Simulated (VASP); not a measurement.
# SiC (F-43m) in VASP: G0W0 quasiparticle levels with PBE

Aim: the G0W0 quasiparticle levels of SiC with PBE.

Program: VASP 6.6.1. These are calculated values, not measurements. Logs are shortened: lines on timing, memory, paths and dates and some standing lists are left out, and cuts for length are marked.

## 1. The cell of the first run

Symmetry: F-43m, No. 216, cubic system. The conventional cell has a = 4.356 Å, b = 4.356 Å, c = 4.356 Å, α = 90.00°, β = 90.00°, γ = 90.00°. Within 2.5 Å of Si (site symmetry -43m) lie 4 C at 1.89 Å. C (site symmetry -43m) has 4 Si at 1.89 Å within 2.5 Å.

## 2. G0W0 quasiparticle levels, PBE

The input, POSCAR:

```
SiC
1.0
    0.0000000000      2.1780523454      2.1780523454
    2.1780523454      0.0000000000      2.1780523454
    2.1780523454      2.1780523454      0.0000000000
Si C
1 1
Direct
    0.0000000000      0.0000000000      0.0000000000
    0.2500000000      0.2500000000      0.2500000000
```

The input, INCAR.step1:

```
PREC = Accurate ; ENCUT = 500
EDIFF = 1E-8 ; ISMEAR = 0
SIGMA = 0.01 ; LREAL = F
LASPH = T ; NELM = 100
ALGO = Normal ; LWAVE = T
LCHARG = F ; GGA = PE
```

The input, INCAR.step2:

```
PREC = Accurate ; ENCUT = 500
EDIFF = 1E-8 ; ISMEAR = 0
SIGMA = 0.01 ; LREAL = F
LASPH = T ; NELM = 1
ALGO = Exact ; LWAVE = T
LCHARG = F ; GGA = PE
NBANDS = 37 ; LOPTICS = T
ISTART = 1
```

The input, INCAR.step3:

```
PREC = Accurate ; ENCUT = 500
EDIFF = 1E-8 ; ISMEAR = 0
SIGMA = 0.01 ; LREAL = F
LASPH = T ; ALGO = EVGW0
LWAVE = F ; LCHARG = F
GGA = PE ; NELMGW = 1
NBANDS = 37 ; ENCUTGW = 80.0
NOMEGA = 48 ; PRECFOCK = Fast
ISTART = 1 ; NBANDSGW = 12
```

The input, KPOINTS:

```
regular mesh
0
Gamma
  6 6 6
```

Potentials or basis: VASP PAW PBE potentials, release 64 (Si_GW, C_GW).

On the command line:

```
cat potpaw_PBE.64/Si_GW/POTCAR potpaw_PBE.64/C_GW/POTCAR > POTCAR
cp INCAR.step1 INCAR
mpirun -np 1 vasp_std > vasp.out
cp INCAR.step2 INCAR
mpirun -np 1 vasp_std > vasp.out
cp INCAR.step3 INCAR
mpirun -np 1 vasp_std > vasp.out
```

OUTCAR:

```text
PREC = Accurate
   ENCUT = 500
   EDIFF = 1E-8
   ISMEAR = 0
   LREAL = F
   LASPH = T
   GGA = PE
   NELMGW = 1
   ENCUTGW = 80.0
   PRECFOCK = Fast
   ISTART = 1

 ion  position               nearest neighbor table
   1  0.000  0.000  0.000-   2 1.89   2 1.89   2 1.89   2 1.89
   2  0.250  0.250  0.250-   1 1.89   1 1.89   1 1.89   1 1.89

  LATTYP: Found a face centered cubic cell.
 ALAT       =     4.3561046908

  Lattice vectors:

 A1 = (   0.0000000000,   2.1780523454,   2.1780523454)
 A2 = (   2.1780523454,   0.0000000000,   2.1780523454)
 A3 = (   2.1780523454,   2.1780523454,   0.0000000000)

Analysis of symmetry for initial positions (statically):
=====================================================================
 Subroutine PRICEL returns:
 Original cell was already a primitive cell.

 Routine SETGRP: Setting up the symmetry group for a
 face centered cubic supercell.

 Subroutine GETGRP returns: Found 24 space group operations
 (whereof 24 operations were pure point group operations)
 out of a pool of 48 trial point group operations.

The static configuration has the point symmetry T_d .

Analysis of symmetry for dynamics (positions and initial velocities):
=====================================================================
 Subroutine PRICEL returns:
 Original cell was already a primitive cell.

 Routine SETGRP: Setting up the symmetry group for a
 face centered cubic supercell.

 Subroutine GETGRP returns: Found 24 space group operations
 (whereof 24 operations were pure point group operations)
 out of a pool of 48 trial point group operations.

The dynamic configuration has the point symmetry T_d .

 Subroutine INISYM returns: Found 24 space group operations
 (whereof 24 operations are pure point group operations),
 and found     1 'primitive' translations

----------------------------------------------------------------------------------------

                                     Primitive cell

  volume of cell :      20.6650

  direct lattice vectors                    reciprocal lattice vectors
     0.000000000  2.178052345  2.178052345    -0.229562894  0.229562894  0.229562894
     2.178052345  0.000000000  2.178052345     0.229562894 -0.229562894  0.229562894
     2.178052345  2.178052345  0.000000000     0.229562894  0.229562894 -0.229562894

  length of vectors
     3.080231166  3.080231166  3.080231166     0.397614596  0.397614596  0.397614596

  position of ions in fractional coordinates (direct lattice)
     0.000000000  0.000000000  0.000000000
     0.250000000  0.250000000  0.250000000

  ion indices of the primitive-cell ions
   primitive index   ion index
                 1           1
                 2           2

----------------------------------------------------------------------------------------

 KPOINTS: regular mesh

Automatic generation of k-mesh.
 Grid dimensions read from file:
 generate k-points for:    6    6    6

 Generating k-lattice:

  Cartesian coordinates                     Fractional coordinates (reciprocal lattice)
    -0.038260482  0.038260482  0.038260482     0.166666667  0.000000000  0.000000000
     0.038260482 -0.038260482  0.038260482     0.000000000  0.166666667  0.000000000
     0.038260482  0.038260482 -0.038260482     0.000000000  0.000000000  0.166666667

  Length of vectors
     0.066269099  0.066269099  0.066269099

  Shift w.r.t. Gamma in fractional coordinates (k-lattice)
     0.000000000  0.000000000  0.000000000

 Subroutine IBZKPT returns following result:
 ===========================================

 Found     16 irreducible k-points:

 Following reciprocal coordinates:
            Coordinates               Weight
  0.000000  0.000000  0.000000      1.000000
  0.166667  0.000000  0.000000      8.000000
  0.333333  0.000000  0.000000      8.000000
  0.500000  0.000000  0.000000      4.000000
  0.166667  0.166667  0.000000      6.000000
  0.333333  0.166667  0.000000     24.000000
[... 8 lines left out ...]
 -0.333333  0.333333  0.166667     24.000000
 -0.333333  0.500000  0.166667     12.000000
   k-points           NKPTS =     16   k-points in BZ     NKDIM =    216   number of bands    NBANDS=     37
   number of dos      NEDOS =    301   number of ions     NIONS =      2
   total plane-waves  NPLWV =  13824
   dimension x,y,z NGX =    24 NGY =   24 NGZ =   24
   dimension x,y,z NGXF=    48 NGYF=   48 NGZF=   48
   ions per type =               1   1
   NGX,Y,Z   is equivalent  to a cutoff of  12.95, 12.95, 12.95 a.u.
   NGXF,Y,Z  is equivalent  to a cutoff of  25.91, 25.91, 25.91 a.u.
 SYSTEM =  unknown system
   PREC   = accura    normal or accurate (medium, high low for compatibility)
   ISTART =      1    job   : 0-new  1-cont  2-samecut
   ICHARG =      0    charge: 1-file 2-atom 10-const
   ISPIN  =      1    spin polarized calculation?
   LNONCOLLINEAR =      F non collinear calculations
   LSORBIT =      F    spin-orbit coupling
   LASPH  =      T    aspherical Exc in radial PAW
   ENCUT  =  500.0 eV  36.75 Ry    6.06 a.u.   5.62  5.62  5.62*2*pi/ulx,y,z
   NELM   =     60;   NELMIN=  2; NELMDL=  0     # of ELM steps
   EDIFF  = 0.1E-07   stopping-criterion for ELM
   LREAL  =      F    real-space projection
   EDIFFG = 0.1E-06   stopping-criterion for IOM
   NSW    =      0    number of steps for IOM
   IBRION =     -1    ionic relax: 0-MD 1-quasi-New 2-CG
   NFREE  =      0    steps in history (QN), initial steepest desc. (CG)
   ISIF   =      0    stress and relaxation
   ISYM   =      3    0-nonsym 1-usesym 2-fastsym
   POTIM  = 0.5000    time-step for ionic-motion
   TEBEG  =    0.0;   TEEND  =   0.0 temperature during run
   PSTRESS=    0.0 pullay stress
   NELECT =       8.0000    total number of electrons
   NUPDOWN=      -1.0000    fix difference up-down
   EMIN   =  10.00;   EMAX   =-10.00  energy-range for DOS
   EFERMI =   0.00;   METHOD = LEGACY
   ISMEAR =     0;   SIGMA  =   0.01  broadening in eV -4-tet -1-fermi 0-gaus
   EFERMI_NEDOS =   21; number of points for ismear=-14 and -15
   IALGO  =     38    algorithm
   IMIX   =      4    mixing-type and parameters
     AMIX     =   0.40;   BMIX     =  1.00
     AMIX_MAG =   1.60;   BMIX_MAG =  1.00
  volume/ion in A,a.u.               =      10.33        69.73
  Fermi-wavevector in a.u.,A,eV,Ry     =   1.193145  2.254717 19.369182  1.423595
  Thomas-Fermi vector in A             =   2.329166
   LORBIT       =      0    0 simple, 1 ext, 2 COOP (PROOUT), +10 PAW based schemes
   GGA     = PE    functional components
   LHFCALC =     T    Hartree Fock is set to
   PRECFOCK=fast      Normal, Fast or Accurate (Low or Medium for compatibility)
   ENCUT4O =  -1.0   cutoff for four orbital integrals eV
   NKREDX  =     1    reduce k-point grid by
   NKREDY  =     1    reduce k-point grid by
   NKREDZ  =     1    reduce k-point grid by
   AEXX    =    1.0000 exact exchange contribution
   HFSCREEN=    0.0000 screening length (either q_TF or 0.3 A-1)
   HFSCREENC=   0.0000 screening length for correlation (either q_TF or 0.3 A-1)
   ENCUTFOCK=  -1.0 apply spherical cutoff to Coloumb kernel
   IVDW    =     0    specifies the selected vdW correction
   LEPSILON=     F    determine dielectric tensor
   LRPA    =     F    only Hartree local field effects (RPA)
   LRPAFORCE           =     F    calculate RPA forces
   ENCUTGW             =  80.0    cutoff for response function in eV
   ENCUTGWSOFT         =  64.0    soft cutoff for Coulomb kernel in GW response function in eV
   ENCUTLF             =  -1.0    cutoff for local field effects
   NELMGW              =     1    number of iterations in solving QP/BSE equation
   NELMHF              =     1    number of iterations in the inner HF iteration
   NKREDLFX            =     1    NKREDLFY  =   1   NKREDLFZ  =   1
 non-spin polarized calculation
 Gauss-broadening in eV      SIGMA  =   0.01
  energy-cutoff  :      500.00
  volume of cell :       20.66
 maximum number of plane-waves:       544
 NGX is ok and might be reduce to    24
  NGX = 14; NGY = 14; NGZ = 14
   NGX = 11   NGY = 11   NGZ = 11
 maximum number of plane-waves:        40
 NGX is ok and might be reduce to    10

 QP shifts <psi_nk| G(iteration)W_0 |psi_nk>: iteration 1
 for sc-GW calculations column KS-energies equals QP-energies in previous step
 and V_xc(KS)=  KS-energies - (<T + V_ion + V_H > + <T+V_H+V_ion>^1  + <V_x>^1)

 k-point   1 :       0.0000    0.0000    0.0000
  band No.  KS-energies  QP-energies   sigma(KS)   V_xc(KS)     V^pw_x(r,r')   Z            occupation Imag(sigma)

      1      -7.6307      -8.4555     -13.8810     -12.7407     -21.7000       0.7234       2.0000       1.4209
      2       7.7898       7.6378     -15.0007     -14.8088     -17.4320       0.7914       2.0000       0.0752
      3       7.7898       7.6378     -15.0007     -14.8088     -17.4320       0.7914       2.0000       0.0752
      4       7.7898       7.6378     -15.0007     -14.8088     -17.4320       0.7914       2.0000       0.0752
      5      14.0326      14.8905     -12.0859     -13.1810      -7.3902       0.7834       0.0000      -0.1108
      6      15.0962      15.9562     -10.4655     -11.5486      -5.7592       0.7940       0.0000      -0.1096
      7      15.0962      15.9562     -10.4655     -11.5486      -5.7592       0.7940       0.0000      -0.1096
      8      15.0962      15.9562     -10.4655     -11.5486      -5.7592       0.7940       0.0000      -0.1096
      9      22.2861      23.2952     -10.1505     -11.4320      -4.5118       0.7875       0.0000      -0.3046
     10      22.2861      23.2952     -10.1505     -11.4320      -4.5118       0.7875       0.0000      -0.3046
     11      24.2677      24.7341      -9.1955      -9.7953      -2.9125       0.7777       0.0000      -0.4669
     12      25.0605      25.6181      -9.5525     -10.2735      -2.9612       0.7734       0.0000      -0.7648

 k-point   2 :       0.1667    0.0000    0.0000
  band No.  KS-energies  QP-energies   sigma(KS)   V_xc(KS)     V^pw_x(r,r')   Z            occupation Imag(sigma)
[... 225 lines left out ...]
      1      -2.4366      -3.0003     -15.2322     -14.4548     -21.9219       0.7252       2.0000       0.6891
      2       0.4928      -0.1603     -13.5487     -12.6676     -18.0580       0.7413       2.0000       0.3075
      3       3.2745       2.6789     -13.6492     -12.8679     -17.0711       0.7623       2.0000       0.1418
      4       3.3983       2.8174     -13.2540     -12.4969     -16.3997       0.7672       2.0000       0.1285
      5      11.7801      12.4351     -10.9031     -11.7201      -6.9030       0.8017       0.0000      -0.0837
      6      14.8824      15.7330     -10.6449     -11.7075      -6.0836       0.8005       0.0000      -0.1032
      7      18.6234      19.5257     -10.8223     -11.9990      -4.9199       0.7668       0.0000      -0.2567
      8      20.0070      21.1463     -11.4805     -12.9622      -5.7183       0.7689       0.0000      -0.2595
      9      21.9715      23.0651     -11.4580     -12.9286      -4.6011       0.7437       0.0000      -0.4639
     10      25.4936      26.4567     -10.5750     -11.8337      -3.7852       0.7651       0.0000      -0.6446
     11      28.9384      30.3082     -11.4338     -13.2346      -4.4973       0.7607       0.0000      -0.8469
     12      31.8949      32.9806     -11.1287     -12.5343      -4.0113       0.7724       0.0000      -1.2306
```

It took 3.1 min on 1 thread of Intel Xeon 8259CL, shared host; peak memory 0.24 GiB.

What came out:

| Property | Result |
| --- | --- |
| Band gap on the k mesh, mean-field level | 1.35 eV, indirect (least direct gap 4.54 eV) |
| Quasiparticle gap | 1.92 eV |
| Least direct quasiparticle gap | 5.45 eV |

Levels at points of the mesh, in eV from the valence-band top:
| k point | band 1 | band 2 | band 3 | band 4 | band 5 | band 6 | band 7 | band 8 |
| --- | --- | --- | --- | --- | --- | --- | --- | --- |
| (0.00, 0.00, 0.00) | -15.42 | 0.00 | 0.00 | 0.00 | 6.24 | 7.31 | 7.31 | 7.31 |
| (0.50, 0.00, 0.00) | -11.85 | -8.55 | -1.05 | -1.05 | 5.43 | 7.22 | 7.22 | 10.06 |
| (0.50, 0.50, 0.00) | -10.40 | -7.81 | -3.19 | -3.19 | 1.35 | 4.32 | 14.03 | 14.03 |

Caveat: bands, screening cutoff and mesh are small and nothing is extrapolated, so the quasiparticle values aren't converged.
